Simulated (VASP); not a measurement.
Here is a VASP 6.6.1 calculation.

The input POSCAR:

```
Si
1.0
    0.0000000000      2.7101415730      2.7101415730
    2.7101415730      0.0000000000      2.7101415730
    2.7101415730      2.7101415730      0.0000000000
Si
2
Direct
    0.0000000000      0.0000000000      0.0000000000
    0.2500000000      0.2500000000      0.2500000000
```

File INCAR.step1:

```
PREC     = Accurate       # precision mode
ENCUT    = 520            # plane-wave cutoff, eV
ISMEAR   = 0              # smearing method
SIGMA    = 0.01           # smearing width, eV
LREAL    = False          # projectors in reciprocal space
LASPH    = True           # aspherical terms in the spheres
NELM     = 60             # most SCF steps
NBANDS   = 11             # bands
GGA      = PE             # functional
ALGO     = Normal         # electronic algorithm
EDIFF    = 1E-4           # SCF threshold, eV
LWAVE    = True           # write WAVECAR
LCHARG   = False          # write CHGCAR
```

File INCAR.step2:

```
PREC     = Accurate       # precision mode
ENCUT    = 520            # plane-wave cutoff, eV
EDIFF    = 1E-6           # SCF threshold, eV
ISMEAR   = 0              # smearing method
SIGMA    = 0.01           # smearing width, eV
LREAL    = False          # projectors in reciprocal space
LASPH    = True           # aspherical terms in the spheres
NELM     = 60             # most SCF steps
ALGO     = Normal         # electronic algorithm
ISIF     = 2              # what is computed and relaxed
LWAVE    = False          # write WAVECAR
LCHARG   = True           # write CHGCAR
METAGGA  = R2SCAN         # meta-GGA
LMIXTAU  = True         
LELF     = True           # ELF
LVHAR    = True         
NBANDS   = 11             # bands
ISTART   = 1
```

KPOINTS

```
regular mesh
0
Gamma
  8 8 8
```

Potentials or basis: VASP PAW PBE potentials, release 64 (Si).

Launch:

```sh
$ cat potpaw_PBE.64/Si/POTCAR > POTCAR
$ cp INCAR.step1 INCAR
$ mpirun -np 1 vasp_std > vasp.out
$ cp INCAR.step2 INCAR
$ mpirun -np 1 vasp_std > vasp.out
```

Q: Predict the pressure.

A: 1.1 GPa.

Q: Predict the band gap on the k mesh.

A: 0.81 eV, indirect (least direct gap 2.76 eV).

Caveat: the cell differs from its parent crystal (strain -0.4%); the PAW data sets were made with another functional, which shifts forces and pressure a little. A k mesh can miss the band edges.
